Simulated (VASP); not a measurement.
A run of VASP 6.6.1:

The input INCAR:

```
SYSTEM = C18F
PREC = Accurate
ENCUT = 520
EDIFF = 1E-7
ISMEAR = 0
SIGMA = 0.05
LREAL = Auto
LASPH = .True.
NELM = 150
ALGO = Normal
ISIF = 2
LWAVE = .False.
LCHARG = .True.
ISPIN = 2
MAGMOM = 0 0 0 0 0 0 0 0 0 0 0 0 0 0 0 0 0 0 1
LORBIT = 11
GGA = PE
LELF = .True.
LVHAR = .True.
NBANDS = 58
```

File KPOINTS:

```
regular mesh
0
Gamma
  2 2 1
  0 0 0
```

File POSCAR:

```
C18F
1.0
    7.3980000000      0.0000000000      0.0000000000
   -3.6990000000      6.4068560000      0.0000000000
    0.0000000000      0.0000000000     13.0000000000
C F
18 1
Direct
    0.0041167971      0.0030099388      0.0732127510
    0.2268753384      0.1152494205      0.0720815771
    0.0024101016      0.3358108426      0.0774057231
    0.2265664172      0.4479136542      0.1025264843
    0.0041170317      0.6703466056      0.0732021349
    0.2268806871      0.7808730039      0.0720771494
    0.3378023162      0.0035176336      0.0687511601
    0.5598898276      0.1145591363      0.0684054725
    0.3386327538      0.3358148225      0.0773755347
    0.5592086782      0.4475673802      0.0720666621
    0.3386483800      0.6720584346      0.0773680298
    0.5592251766      0.7808904615      0.0720576861
    0.6709356081      0.0035297128      0.0687380108
    0.8935886250      0.1152573505      0.0720936325
    0.6709300400      0.3366304547      0.0687482702
    0.8935865057      0.4475576340      0.0720858947
    0.6714637542      0.6703522477      0.0731842389
    0.8932366978      0.7812389990      0.0727347765
    0.2267138639      0.4480362671      0.2235775112
```

Potentials or basis: VASP PAW PBE potentials, release 64 (C, F).

Launch:

```sh
$ cat potpaw_PBE.64/C/POTCAR potpaw_PBE.64/F/POTCAR > POTCAR
$ mpirun -np 1 vasp_std > vasp.out
```

Hardware: 1 thread of Intel Xeon 8259CL, on a shared host.

**Question.** Estimate the wall time of this run.

**Answer.** It took 22 min on 1 thread of Intel Xeon 8259CL (shared host), peak memory 0.93 GiB. Counts: scf iterations 29, k points 4.
